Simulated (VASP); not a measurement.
# ClH in VASP: single point with PBE

Aim: the single point of ClH with PBE.

Program: VASP 6.6.1. These are calculated values, not measurements. Logs are shortened: lines on timing, memory, paths and dates and some standing lists are left out, and cuts for length are marked.

## Step 1: The cell of the first run

The cell holds a molecule in a box, 2 atoms: a = 5.865 Å, b = 5.865 Å, c = 25.504 Å, α = 90.00°, β = 90.00°, γ = 90.00°.

## Step 2: Single point, PBE

File INCAR:

```
SYSTEM = HCl
  PREC = Accurate
  ENCUT = 520
  EDIFF = 1E-6
  ISMEAR = 0
  SIGMA = 0.1
  LREAL = .False.
  LASPH = .True.
  NELM = 80
  ALGO = Normal
  ISIF = 2
  LWAVE = .False.
  LCHARG = .False.
  LDIPOL = .True.
  IDIPOL = 3
  DIPOL = 0.5 0.5 0.663
  GGA = PE
  NBANDS = 11
```

File KPOINTS:

```
Automatic mesh
0
Gamma
  3 3 1
  0 0 0
```

File POSCAR:

```
HCl
1.0
    5.8650143192      0.0000000000      0.0000000000
    0.0000000000      5.8650143192      0.0000000000
    0.0000000000      0.0000000000     25.5035870953
Cl H
1 1
Direct
    0.7500000000      0.7500000000      0.6884179857
    0.7500000000      0.7500000000      0.6371348595
```

Potentials or basis: VASP PAW PBE potentials, release 64 (Cl, H).

Run with:

```
$ cat potpaw_PBE.64/Cl/POTCAR potpaw_PBE.64/H/POTCAR > POTCAR
$ mpirun -np 1 vasp_std > vasp.out
```

OUTCAR:

```text
SYSTEM = HCl
   PREC = Accurate
   ENCUT = 520
   EDIFF = 1E-6
   ISMEAR = 0
   LREAL = .False.
   LASPH = .True.
   NELM = 80
   ISIF = 2
   GGA = PE

 ion  position               nearest neighbor table
   1  0.750  0.750  0.688-   2 1.31
   2  0.750  0.750  0.637-   1 1.31

  LATTYP: Found a simple tetragonal cell.
 ALAT       =     5.8650143192
 C/A-ratio  =     4.3484270809

  Lattice vectors:

 A1 = (   5.8650143192,   0.0000000000,   0.0000000000)
 A2 = (   0.0000000000,   5.8650143192,   0.0000000000)
 A3 = (   0.0000000000,   0.0000000000,  25.5035870953)

Analysis of symmetry for initial positions (statically):
=====================================================================
 Subroutine PRICEL returns:
 Original cell was already a primitive cell.

 Routine SETGRP: Setting up the symmetry group for a
 simple tetragonal supercell.

 Subroutine GETGRP returns: Found  8 space group operations
 (whereof  2 operations were pure point group operations)
 out of a pool of 16 trial point group operations.

The static configuration has the point symmetry C_1h.
 The point group associated with its full space group is C_4v.

Analysis of symmetry for dynamics (positions and initial velocities):
=====================================================================
 Subroutine PRICEL returns:
 Original cell was already a primitive cell.

 Routine SETGRP: Setting up the symmetry group for a
 simple tetragonal supercell.

 Subroutine GETGRP returns: Found  8 space group operations
 (whereof  2 operations were pure point group operations)
 out of a pool of 16 trial point group operations.

The dynamic configuration has the point symmetry C_1h.
 The point group associated with its full space group is C_4v.

 Subroutine INISYM returns: Found  8 space group operations
 (whereof  2 operations are pure point group operations),
 and found     1 'primitive' translations

----------------------------------------------------------------------------------------

                                     Primitive cell

  volume of cell :     877.2824

  direct lattice vectors                    reciprocal lattice vectors
     5.865014319  0.000000000  0.000000000     0.170502568  0.000000000  0.000000000
     0.000000000  5.865014319  0.000000000     0.000000000  0.170502568  0.000000000
     0.000000000  0.000000000 25.503587095     0.000000000  0.000000000  0.039210171

  length of vectors
     5.865014319  5.865014319 25.503587095     0.170502568  0.170502568  0.039210171

  position of ions in fractional coordinates (direct lattice)
     0.750000000  0.750000000  0.688417986
     0.750000000  0.750000000  0.637134860

  ion indices of the primitive-cell ions
   primitive index   ion index
                 1           1
                 2           2

----------------------------------------------------------------------------------------

 KPOINTS: Automatic mesh

Automatic generation of k-mesh.
 Grid dimensions read from file:
 generate k-points for:    3    3    1

 Generating k-lattice:

  Cartesian coordinates                     Fractional coordinates (reciprocal lattice)
     0.056834189  0.000000000  0.000000000     0.333333333  0.000000000  0.000000000
     0.000000000  0.056834189  0.000000000     0.000000000  0.333333333  0.000000000
     0.000000000  0.000000000  0.039210171     0.000000000  0.000000000  1.000000000

  Length of vectors
     0.056834189  0.056834189  0.039210171

  Shift w.r.t. Gamma in fractional coordinates (k-lattice)
     0.000000000  0.000000000  0.000000000

 Subroutine IBZKPT returns following result:
 ===========================================

 Found      3 irreducible k-points:

 Following reciprocal coordinates:
            Coordinates               Weight
  0.000000  0.000000  0.000000      1.000000
  0.333333  0.000000  0.000000      4.000000
  0.333333  0.333333  0.000000      4.000000
   k-points           NKPTS =      3   k-points in BZ     NKDIM =      3   number of bands    NBANDS=     11
   number of dos      NEDOS =    301   number of ions     NIONS =      2
   total plane-waves  NPLWV = 442368
   dimension x,y,z NGX =    48 NGY =   48 NGZ =  192
   dimension x,y,z NGXF=    96 NGYF=   96 NGZF=  384
   ions per type =               1   1
   NGX,Y,Z   is equivalent  to a cutoff of  13.61, 13.61, 12.52 a.u.
   NGXF,Y,Z  is equivalent  to a cutoff of  27.21, 27.21, 25.03 a.u.
 SYSTEM =  HCl
   PREC   = accura    normal or accurate (medium, high low for compatibility)
   ISTART =      0    job   : 0-new  1-cont  2-samecut
   ICHARG =      2    charge: 1-file 2-atom 10-const
   ISPIN  =      1    spin polarized calculation?
   LNONCOLLINEAR =      F non collinear calculations
   LSORBIT =      F    spin-orbit coupling
   LASPH  =      T    aspherical Exc in radial PAW
   ENCUT  =  520.0 eV  38.22 Ry    6.18 a.u.  10.91 10.91 47.42*2*pi/ulx,y,z
   NELM   =     80;   NELMIN=  2; NELMDL= -5     # of ELM steps
   EDIFF  = 0.1E-05   stopping-criterion for ELM
   LREAL  =      F    real-space projection
   EDIFFG = 0.1E-04   stopping-criterion for IOM
   NSW    =      0    number of steps for IOM
   IBRION =     -1    ionic relax: 0-MD 1-quasi-New 2-CG
   NFREE  =      0    steps in history (QN), initial steepest desc. (CG)
   ISIF   =      2    stress and relaxation
   ISYM   =      2    0-nonsym 1-usesym 2-fastsym
   POTIM  = 0.5000    time-step for ionic-motion
   TEBEG  =    0.0;   TEEND  =   0.0 temperature during run
   PSTRESS=    0.0 pullay stress
   NELECT =       8.0000    total number of electrons
   NUPDOWN=      -1.0000    fix difference up-down
   EMIN   =  10.00;   EMAX   =-10.00  energy-range for DOS
   EFERMI =   0.00;   METHOD = LEGACY
   ISMEAR =     0;   SIGMA  =   0.10  broadening in eV -4-tet -1-fermi 0-gaus
   EFERMI_NEDOS =   21; number of points for ismear=-14 and -15
   IALGO  =     38    algorithm
   IMIX   =      4    mixing-type and parameters
     AMIX     =   0.40;   BMIX     =  1.00
     AMIX_MAG =   1.60;   BMIX_MAG =  1.00
  volume/ion in A,a.u.               =     438.64      2960.10
  Fermi-wavevector in a.u.,A,eV,Ry     =   0.342025  0.646334  1.591628  0.116981
  Thomas-Fermi vector in A             =   1.247048
   LORBIT       =      0    0 simple, 1 ext, 2 COOP (PROOUT), +10 PAW based schemes
   GGA     = PE    functional components
   LHFCALC =     F    Hartree Fock is set to
   AEXX    =    0.0000 exact exchange contribution
   IVDW    =     0    specifies the selected vdW correction
   LEPSILON=     F    determine dielectric tensor
   LRPA    =     F    only Hartree local field effects (RPA)
 non-spin polarized calculation
 Gauss-broadening in eV      SIGMA  =   0.10
  energy-cutoff  :      520.00
  volume of cell :      877.28
 maximum number of plane-waves:     23651
 NGX is ok and might be reduce to    48
   NGX = 21   NGY = 21   NGZ = 95

 number of electron       8.0000000 magnetization

 dipolmoment           0.000000      0.000000      0.198532 electrons x Angstroem

 Free energy of the ion-electron system (eV)
  ---------------------------------------------------
  ext. energy  EPLUGINS =         0.00000000
  ---------------------------------------------------
  free energy    TOTEN  =        -6.08044641 eV

  energy without entropy =       -6.08044641  energy(sigma->0) =       -6.08044641

 E-fermi :  -7.0618     XC(G=0):  -0.7046

 val. band max:       -7.5708269031   @ k =   0.3333   0.0000   0.0000
 cond. band min:      -1.3506062808   @ k =   0.0000   0.0000   0.0000
 fundamental gap:      6.2202206223
 Fermi energy:        -7.0617596089

 k-point     1 :       0.0000    0.0000    0.0000
  band No.  band energies     occupation
      1     -20.7008      2.00000
      2     -11.2807      2.00000
      3      -7.5736      2.00000
      4      -7.5736      2.00000
      5      -1.3506      0.00000
      6      -0.1873      0.00000
      7       0.2534      0.00000
      8       0.3596      0.00000
      9       0.8067      0.00000
     10       0.9565      0.00000
     11       1.9108      0.00000

 k-point     2 :       0.3333    0.0000    0.0000
  band No.  band energies     occupation
      1     -20.7004      2.00000
      2     -11.2794      2.00000
      3      -7.6063      2.00000
      4      -7.5708      2.00000
      5      -1.0742      0.00000
      6       0.2604      0.00000
      7       0.5000      0.00000
      8       0.7468      0.00000
      9       1.2393      0.00000
     10       1.4161      0.00000
     11       1.4938      0.00000

 k-point     3 :       0.3333    0.3333    0.0000
  band No.  band energies     occupation
      1     -20.6999      2.00000
      2     -11.2781      2.00000
      3      -7.6028      2.00000
      4      -7.6020      2.00000
      5      -0.8758      0.00000
      6       0.6322      0.00000
      7       0.8701      0.00000
      8       1.2197      0.00000
      9       1.5402      0.00000
     10       1.6951      0.00000
     11       1.9261      0.00000

------------------------ aborting loop because EDIFF is reached ----------------------------------------

 vacuum level on the upper side and lower side of the slab       (xc-potential included)         0.504        -0.519

  FORCE on cell =-STRESS in cart. coord.  units (eV):
  Direction    XX          YY          ZZ          XY          YZ          ZX
  --------------------------------------------------------------------------------------
  -------------------------------------------------------------------------------------
  Total       -0.0108611     -0.0108611     -0.9193181      0.0000000      0.0000000      0.0000000
  in kB       -0.0198355     -0.0198355     -1.6789470      0.0000000      0.0000000      0.0000000
  external PRESSURE =      -0.5728727 kB  Pullay stress =       0.0000000 kB

 VOLUME and BASIS-vectors are now :
 -----------------------------------------------------------------------------
  energy-cutoff  :      520.00
  volume of cell :      877.28
      direct lattice vectors                 reciprocal lattice vectors
     5.865014319  0.000000000  0.000000000     0.170502568  0.000000000  0.000000000
     0.000000000  5.865014319  0.000000000     0.000000000  0.170502568  0.000000000
     0.000000000  0.000000000 25.503587095     0.000000000  0.000000000  0.039210171

 POSITION                                       TOTAL-FORCE (eV/Angst)
 -----------------------------------------------------------------------------------
      4.39876      4.39876     17.55713         0.000000     -0.000000     -0.689367
      4.39876      4.39876     16.24922        -0.000000      0.000000      0.689367
 -----------------------------------------------------------------------------------
    total drift:                                0.000000      0.000000      0.000025

  FREE ENERGIE OF THE ION-ELECTRON SYSTEM (eV)
  ---------------------------------------------------
  free  energy   TOTEN  =        -6.0804464132 eV

  energy  without entropy=       -6.0804464132  energy(sigma->0) =       -6.08044641

 vacuum level on the upper side and lower side of the slab         0.718        -0.326
```

It took 60 s on 1 thread of AMD EPYC 9R45 (Zen 5), shared host; peak memory 0.79 GiB.

What came out:

| Property | Result |
| --- | --- |
| Free energy | -6.0804 eV |
| Largest force | 0.689 eV/Å |
| Gap between the frontier levels | 6.22 eV |

Forces on the atoms (eV/Å):
```
Cl   0.000  0.000 -0.689
H    0.000  0.000  0.689
```
